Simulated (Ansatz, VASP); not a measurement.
## H in VASP and in Ansatz

```
H
1.0
     7.66719    0.00000    0.00000
     0.00000    5.42152    0.00000
     0.00000    0.00000   25.44421
H
1
Direct
  0.00000 0.33501 0.65366
```

Alike in both runs: task single point; functional PBE; dispersion D3(BJ); k mesh 2 × 3 × 1; occupations gaussian, width 0.05 eV; collinear spin.

```csv
,VASP,Ansatz
version,VASP 6.6.1,Ansatz 0.2.0
potentials or method,"VASP PAW PBE potentials, release 64 (H), cutoff 520 eV","scalar-relativistic, plane waves, PAW"
valence electrons in the cell,1,1
```

```tsv
	VASP	Ansatz	Ansatz less VASP
gap on the k mesh at the Fermi level (eV)	7.23	7.23	-0.007
net moment per atom (μB)	1.00	1.00	0.000
size of the moment on the site where the two differ most (μB)	0.38	0.99	+0.611
```

Site moments also hang on the region over which each program counts them. Ansatz's warnings: nearly empty spin channel levels not settled, published levels not confirmed, stability check not made.
